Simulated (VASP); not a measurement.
CaO:

```
Ca O
1.0
     3.00308    0.00000    0.00000
     0.00000    3.00308    0.00000
     0.00000    0.00000    3.00308
Ca O
1 1
Direct
  0.00000 0.00000 0.00000
  0.50000 0.50000 0.50000
```

This cell differs from its parent crystal: strain +3.4%.

Base run:

- Program: VASP 6.6.1
- Functional: HSE06
- Potentials or basis: VASP PAW PBE potentials, release 64 (Ca_sv, O)
- Cutoff: 520 eV
- k mesh: 6 × 6 × 6
- Occupations: gaussian, width 0.01 eV
- Spin: no spin polarisation

Its results: band gap on the k mesh 4.45 eV, indirect (least direct gap 4.81 eV); pressure -8.9 GPa.

Q: The run is repeated on the same cell with these changes: functional from HSE06 to r2SCAN; k mesh from 6 × 6 × 6 to 8 × 8 × 8. What comes out?

A: Band gap on the k mesh 3.28 eV, indirect (least direct gap 3.60 eV); pressure -9.3 GPa.

Several settings changed at once, so the effect can't be laid on one alone.

Caveats: the PAW data sets were made with another functional, which shifts forces and pressure a little.

A k mesh can miss the band edges.
